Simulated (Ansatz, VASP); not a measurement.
**One calculation of Fe, two programs**

The input INCAR:

```
SYSTEM = Fe
  ALGO = Normal
  EDIFF = 1E-8
  ENCUT = 520
  ISIF = 2
  ISMEAR = -1
  ISPIN = 2
  LASPH = .True.
  LCHARG = .False.
  LEFG = .True.
  LMAXMIX = 4
  LORBIT = 11
  LREAL = .False.
  LWAVE = .False.
  MAGMOM = 3
  NBANDS = 14
  NELM = 150
  PREC = Accurate
  SIGMA = 0.05
```

KPOINTS

```
k-points
0
Gamma
  16 16 16
  0 0 0
```

POSCAR

```
Fe
1.0
    0.0000000000      1.9481907004      1.9716337988
    1.5034179515      0.0000000000      1.9716337988
    1.5034179515      1.9481907004      0.0000000000
Fe
1
Direct
    0.0000000000      0.0000000000      0.0000000000
```

Input for Ansatz:

```yaml
crystal:
  lattice:
    - [0.0, 1.9481907004, 1.9716337988]
    - [1.5034179515, 0.0, 1.9716337988]
    - [1.5034179515, 1.9481907004, 0.0]
  atoms:
    - { symbol: Fe, position: [0.0, 0.0, 0.0], spin: 3.0 }
magnetization:
  spin_polarized: true
kpoints:
  mp_grid: { grid: [16, 16, 16] }
scf:
  occupations: { method: fermi_dirac, width: 0.05 }
hamiltonian:
  xc: lda
  pseudopotentials: { kind: all_electron, datasets: crystal }
output:
  forces: true
  stress: true
  eigenvalues: true
  efg: { contact_densities: true }
```

Change from the starting cell: volume scaled by 1.01, crystal datasets.

Alike in both runs: task electric field gradients; functional LDA; k mesh 16 × 16 × 16; occupations fermi-dirac, width 0.05 eV; collinear spin.

|  | VASP | Ansatz |
| --- | --- | --- |
| version | VASP 6.6.1 | Ansatz 0.2.0 |
| potentials or method | VASP PAW LDA potentials, release 64 (Fe), cutoff 520 eV | all-electron PAW with datasets made for the crystal, scalar-relativistic |

|  | VASP | Ansatz | Ansatz less VASP |
| --- | --- | --- | --- |
| pressure (GPa) | -20.2 | -19.5 | +0.68 |
| traceless stress, the component that is largest in VASP (GPa) | -5.40 | -5.29 | +0.107 |
| net moment per atom (μB) | 2.16 | 2.20 | +0.034 |
| size of the moment on the site where the two differ most (μB) | 2.14 | 2.21 | +0.072 |
| size of Vzz on the site where it differs most (V/Å²) | 7.9 | 8.4 | +0.46 |

LDA's correlation is that of Perdew and Zunger in VASP and of Perdew and Wang (1992) in Ansatz. Site moments also hang on the region over which each program counts them. Ansatz ran all-electron here, and VASP with PAW potentials. Ansatz's warnings: printed levels off.
